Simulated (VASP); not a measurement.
# AlNi (P4/mmm) in VASP: notebook, part 2 of 2

VASP 6.6.1. The steps go on from the part before.

## (4) Single point, PBEsol (strain -0.050 along x and y, +0.025 along z)

INCAR

```
SYSTEM = AlNi
PREC = Accurate
ENCUT = 600
EDIFF = 1E-6
ISMEAR = 0
SIGMA = 0.15
LREAL = .False.
LASPH = .True.
NELM = 120
ALGO = Normal
ISIF = 2
LWAVE = .False.
LCHARG = .False.
GGA = PS
NBANDS = 14
GGA_COMPAT = .False.
```

KPOINTS

```
Automatic mesh
0
Gamma
  20 20 20
  0 0 0
```

POSCAR

```
AlNi
1.0
    2.7190572744      0.0000000000      0.0000000000
    0.0000000000      2.7190572744      0.0000000000
    0.0000000000      0.0000000000      2.9337196908
Al Ni
1 1
Direct
    0.0000000000      0.0000000000      0.0000000000
    0.5000000000      0.5000000000      0.5000000000
```

Potentials or basis: VASP PAW PBE potentials, release 64 (Al, Ni).

The run is started by

```sh
$ cat potpaw_PBE.64/Al/POTCAR potpaw_PBE.64/Ni/POTCAR > POTCAR
$ mpirun -np 1 vasp_std > vasp.out
```

OUTCAR:

```text
SYSTEM = AlNi
   PREC = Accurate
   ENCUT = 600
   EDIFF = 1E-6
   ISMEAR = 0
   LREAL = .False.
   LASPH = .True.
   NELM = 120
   ISIF = 2
   GGA = PS

 ion  position               nearest neighbor table
   1  0.000  0.000  0.000-   2 2.42   2 2.42   2 2.42   2 2.42   2 2.42   2 2.42   2 2.42   2 2.42

   2  0.500  0.500  0.500-   1 2.42   1 2.42   1 2.42   1 2.42   1 2.42   1 2.42   1 2.42   1 2.42

  LATTYP: Found a simple tetragonal cell.
 ALAT       =     2.7190572744
 C/A-ratio  =     1.0789473684

  Lattice vectors:

[... 597 lines left out ...]

  FORCE on cell =-STRESS in cart. coord.  units (eV):
  Direction    XX          YY          ZZ          XY          YZ          ZX
  --------------------------------------------------------------------------------------
  -------------------------------------------------------------------------------------
  Total        2.4840633      2.4840633      1.6753160      0.0000000     -0.0000000      0.0000000
  in kB      183.4923318    183.4923318    123.7519319      0.0000000     -0.0000000      0.0000000
  external PRESSURE =     163.5788652 kB  Pullay stress =       0.0000000 kB

 VOLUME and BASIS-vectors are now :
 -----------------------------------------------------------------------------
  energy-cutoff  :      600.00
  volume of cell :       21.69
      direct lattice vectors                 reciprocal lattice vectors
     2.719057274  0.000000000  0.000000000     0.367774526  0.000000000  0.000000000
     0.000000000  2.719057274  0.000000000     0.000000000  0.367774526  0.000000000
     0.000000000  0.000000000  2.933719691     0.000000000  0.000000000  0.340864195

 POSITION                                       TOTAL-FORCE (eV/Angst)
 -----------------------------------------------------------------------------------
      0.00000      0.00000      0.00000         0.000000      0.000000      0.000000
      1.35953      1.35953      1.46686         0.000000      0.000000      0.000000
 -----------------------------------------------------------------------------------
    total drift:                                0.000000      0.000000     -0.000000

  FREE ENERGIE OF THE ION-ELECTRON SYSTEM (eV)
  ---------------------------------------------------
  free  energy   TOTEN  =       -11.4853030380 eV

  energy  without entropy=      -11.4771336037  energy(sigma->0) =      -11.48121832
```

OSZICAR:

```text
N       E                     dE             d eps       ncg     rms          rms(c)
DAV:   1     0.447075846535E+02    0.44708E+02   -0.59850E+03 20616   0.112E+03
DAV:   2    -0.111839794847E+02   -0.55892E+02   -0.50542E+02 21936   0.199E+02
DAV:   3    -0.132186437319E+02   -0.20347E+01   -0.20109E+01 25504   0.407E+01
DAV:   4    -0.132453072764E+02   -0.26664E-01   -0.26654E-01 24038   0.424E+00
DAV:   5    -0.132460671950E+02   -0.75992E-03   -0.75990E-03 26178   0.781E-01    0.137E+01
DAV:   6    -0.149492479756E+02   -0.17032E+01   -0.48176E+01 23898   0.102E+02    0.155E+01
DAV:   7    -0.115181470678E+02    0.34311E+01   -0.14195E+01 24362   0.601E+01    0.106E+00
DAV:   8    -0.115018072735E+02    0.16340E-01   -0.25102E-01 25294   0.549E+00    0.106E+00
DAV:   9    -0.114856297162E+02    0.16178E-01   -0.43370E-02 26362   0.278E+00    0.209E-01
DAV:  10    -0.114853090223E+02    0.32069E-03   -0.12169E-03 27666   0.480E-01    0.977E-02
DAV:  11    -0.114853044398E+02    0.45824E-05   -0.47051E-05 29380   0.732E-02    0.202E-02
DAV:  12    -0.114853032230E+02    0.12169E-05   -0.54803E-06 25010   0.330E-02    0.421E-03
DAV:  13    -0.114853030380E+02    0.18500E-06   -0.17997E-07 13200   0.420E-03
   1 F= -.11485303E+02 E0= -.11481218E+02  d E =-.816943E-02
```

It took 4.2 min on 1 thread of Intel Xeon 8259CL, shared host; peak memory 0.38 GiB.

Results:

- Free energy: -11.4853 eV
- Pressure: 16.4 GPa
- Band gap on the k mesh: zero (an odd number of electrons rules out a gap without spin polarisation)

Caveat: the cell differs from its parent crystal (strain -0.050 along x and y, +0.025 along z); the cell stands under pressure; the PAW data sets were made with another functional, which shifts forces and pressure a little. Spin polarisation is off, so any magnetic state and its effect on volume and gap are missing.

## (5) Single point, PBEsol (strain +0.000 along x and y, -0.050 along z)

INCAR

```
SYSTEM = AlNi
PREC = Accurate
ENCUT = 600
EDIFF = 1E-6
ISMEAR = 0
SIGMA = 0.15
LREAL = .FALSE.
LASPH = .TRUE.
NELM = 120
ALGO = Normal
ISIF = 2
LWAVE = .FALSE.
LCHARG = .TRUE.
GGA = PS
LELF = .TRUE.
LVHAR = .TRUE.
NBANDS = 14
GGA_COMPAT = .FALSE.
```

KPOINTS

```
regular mesh
0
G
  20 20 20
  0 0 0
```

POSCAR

```
AlNi
1.0
    2.8621655520      0.0000000000      0.0000000000
    0.0000000000      2.8621655520      0.0000000000
    0.0000000000      0.0000000000      2.7190572744
Al Ni
1 1
Direct
    0.0000000000      0.0000000000      0.0000000000
    0.5000000000      0.5000000000      0.5000000000
```

The run is started by

```sh
$ cat potpaw_PBE.64/Al/POTCAR potpaw_PBE.64/Ni/POTCAR > POTCAR
$ mpirun -np 1 vasp_std > vasp.out
```

Run time: 3.5 min. Hardware: 1 thread of Intel Xeon 8259CL, shared host; peak memory 0.39 GiB.

Results (log left out):

```
Free energy            : -11.5421 eV
Pressure               : 10.2 GPa
Band gap on the k mesh : zero (an odd number of electrons rules out a gap without spin polarisation)
```

Stress tensor (GPa, compression positive):
```
 8.30  0.00  0.00
 0.00  8.30  0.00
 0.00  0.00 14.05
```

Levels at points of the mesh, in eV from the Fermi level:
| k point | band 5 | band 6 | band 7 | band 8 | band 9 | band 10 |
| --- | --- | --- | --- | --- | --- | --- |
| (0.00, 0.00, 0.00) | -1.63 | -1.63 | 5.17 | 5.17 | 7.15 | 8.16 |
| (0.50, 0.00, 0.00) | -2.26 | -1.55 | -0.82 | 8.31 | 9.68 | 10.91 |
| (0.50, 0.50, 0.00) | -2.13 | -2.13 | -1.19 | 1.25 | 2.52 | 14.05 |
| (0.00, 0.00, 0.50) | -2.57 | -1.66 | -0.41 | 8.39 | 9.90 | 9.90 |
| (0.50, 0.00, 0.50) | -2.40 | -2.34 | -1.08 | 1.79 | 3.01 | 12.68 |
| (0.50, 0.50, 0.50) | -1.01 | 1.89 | 1.89 | 2.01 | 4.39 | 4.42 |

Caveat: the cell differs from its parent crystal (strain +0.000 along x and y, -0.050 along z); the cell stands under pressure; the PAW data sets were made with another functional, which shifts forces and pressure a little. Spin polarisation is off, so any magnetic state and its effect on volume and gap are missing.

## (6) The runs side by side

| cell | gap on the mesh (eV) | pressure (GPa) |
| --- | --- | --- |
| a = 2.719, b = 2.719, c = 2.862 Å, 2 atoms | none | 22.4 |
| a = 2.791, b = 2.791, c = 2.719 Å, 2 atoms | none | 22.1 |
| a = 2.719, b = 2.719, c = 2.934 Å, 2 atoms | none | 16.4 |
| a = 2.862, b = 2.862, c = 2.719 Å, 2 atoms | none | 10.2 |

Alike in all rows: task single point; level PBEsol; potentials or basis VASP PAW PBE potentials, release 64 (Al, Ni); no spin polarisation; k mesh 20 × 20 × 20; cutoff (eV) 600; smearing gaussian 0.15 eV.

Caveats: the cell stands under pressure; the PAW data sets were made with another functional, which shifts forces and pressure a little.

Absolute energies hang on the potentials; compare differences alone.
